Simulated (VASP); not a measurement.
**Nb: single point with LDA**

Nb:

```
CELL_PARAMETERS angstrom
0.00000 2.10793 2.10793
2.10793 0.00000 2.10793
2.10793 2.10793 0.00000
ATOMIC_POSITIONS crystal
Nb 0.00000 0.00000 0.00000
```

This cell differs from its parent crystal: volume scaled by 0.99.

```yaml
Program: VASP 6.6.1
Task: single point
Functional: LDA
Potentials_or_basis: VASP PAW LDA potentials, release 64 (Nb_sv)
Cutoff: 520 eV
k_mesh: 13 × 13 × 13
Occupations: fermi-dirac, width 0.03 eV
Spin: no spin polarisation
```

```
Pressure : -8.9 GPa
```

Levels at points of the mesh, in eV from the Fermi level:
```
           k point  band 2  band 3  band 4  band 5  band 6  band 7  band 8  band 9  band 10  band 11
(0.00, 0.00, 0.00)  -30.00  -30.00  -30.00   -6.18    0.11    0.11    0.11    2.68     2.68    11.91
```

Wall time 20 s on 1 thread of Intel Xeon 8259CL (shared host), peak memory 0.14 GiB.
